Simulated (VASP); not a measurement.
A run of VASP 6.6.1:

INCAR

```
SYSTEM = Zn16N
PREC     = Accurate       ! precision mode
ENCUT    = 520            ! plane-wave cutoff, eV
EDIFF    = 1E-6           ! SCF threshold, eV
ISMEAR   = 0              ! smearing method
SIGMA    = 0.1            ! smearing width, eV
LREAL    = Auto         
LASPH    = .True.         ! aspherical terms in the spheres
NELM     = 60             ! most SCF steps
ALGO     = Normal         ! electronic algorithm
ISIF     = 2              ! what is computed and relaxed
LWAVE    = .False.        ! write WAVECAR
LCHARG   = .False.        ! write CHGCAR
GGA      = PE             ! functional
NBANDS   = 112            ! bands
```

Contents of KPOINTS:

```
Automatic mesh
0
Gamma
  4 4 4
  0.5 0.5 0.5
```

Contents of POSCAR:

```
Zn16N
1.0
    3.9288069991      3.9288069991      3.9288069991
   -3.9288069991      3.9288069991     -3.9288069991
   -3.9288069991     -3.9288069991      3.9288069991
Zn N
16 1
Direct
    0.0022640085      0.0001224327      0.0001124003
    0.0004931785      0.7499228829      0.2498524709
    0.2347864733      0.7334813015     -0.0005549860
    0.0000933657      0.4998186429      0.4997587608
    0.2505866368      0.4999851936      0.2498279676
    0.5003255163      0.4992928160      0.0000221161
    0.0005049977      0.2499194607      0.7497783973
    0.2505628517      0.2499904785      0.4998798122
    0.5010679129      0.2656636421      0.2653616618
    0.7678957812      0.2666216059     -0.0005516134
    0.2346166259     -0.0002566529      0.7330408264
    0.5002753892      0.0000918680      0.4986170098
    0.7676661614     -0.0002594291      0.2661101789
    0.5010267943      0.7323605271      0.7320669202
    0.7506956546      0.7501319033      0.4998599470
    0.7506817093      0.4999796408      0.7499308040
    0.5020542896     -0.0012064454     -0.0019416895
```

Potentials or basis: VASP PAW PBE potentials, release 64 (Zn, N).

Run with:

```bash
$ cat potpaw_PBE.64/Zn/POTCAR potpaw_PBE.64/N/POTCAR > POTCAR
$ mpirun -np 1 vasp_std > vasp.out
```

Hardware: 1 thread of Intel(R) Xeon(R) 6975P-C (Granite Rapids) (shared host).

Estimate the wall time of this run.

Run time: 28 min on 1 thread of Intel(R) Xeon(R) 6975P-C (Granite Rapids), on a shared host, peak memory 0.73 GiB. Counts: scf iterations 20, k points 32.
